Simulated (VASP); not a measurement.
Write the native input for VASP 6.6.1 that does the following.

| Quantity | Value |
| --- | --- |
| Task | single point |
| Functional | revPBE |
| Potentials or basis | VASP PAW PBE potentials, release 64 (Ag, B) |
| Cutoff | 520 eV |
| k mesh | 10 × 10 × 8 |
| Occupations | gaussian, width 0.05 eV |
| Spin | no spin polarisation |
| Dipole correction | no |
| Further INCAR settings | ALGO = Normal; EDIFF = 1e-07; NBANDS = 16 |

The structure of AgB2 lies in POSCAR:

```
AgB2
1.0
    2.9318937919      0.0000000000      0.0000000000
   -1.4659468959      2.5390945050      0.0000000000
    0.0000000000      0.0000000000      3.7993478842
Ag B
1 2
Direct
    0.0000000000      0.0000000000      0.0000000000
    0.3333333333      0.6666666667      0.5000000000
    0.6666666667      0.3333333333      0.5000000000
```

One way to write it, as run:

INCAR

```
SYSTEM = AgB2
ALGO     = Normal         ! electronic algorithm
EDIFF    = 1E-7           ! SCF threshold, eV
ENCUT    = 520            ! plane-wave cutoff, eV
GGA      = RE             ! functional
ISIF     = 2              ! what is computed and relaxed
ISMEAR   = 0              ! smearing method
LASPH    = .True.         ! aspherical terms in the spheres
LCHARG   = .False.        ! write CHGCAR
LREAL    = .False.        ! projectors in reciprocal space
LWAVE    = .False.        ! write WAVECAR
NBANDS   = 16             ! bands
NELM     = 100            ! most SCF steps
PREC     = Accurate       ! precision mode
SIGMA    = 0.05           ! smearing width, eV
```

KPOINTS

```
k-points
0
Gamma
  10 10 8
  0 0 0
```

Potentials or basis: VASP PAW PBE potentials, release 64 (Ag, B).

The run is started by

```sh
$ cat potpaw_PBE.64/Ag/POTCAR potpaw_PBE.64/B/POTCAR > POTCAR
$ mpirun -np 1 vasp_std > vasp.out
```

It gave:

| Item | Value |
| --- | --- |
| Pressure | 27.0 GPa |

Caveat: the PAW data sets were made with another functional, which shifts forces and pressure a little.

It took 41 s on 1 thread of AMD EPYC 7R13 Processor (Zen 3), with other jobs on the host, peak memory 0.13 GiB.
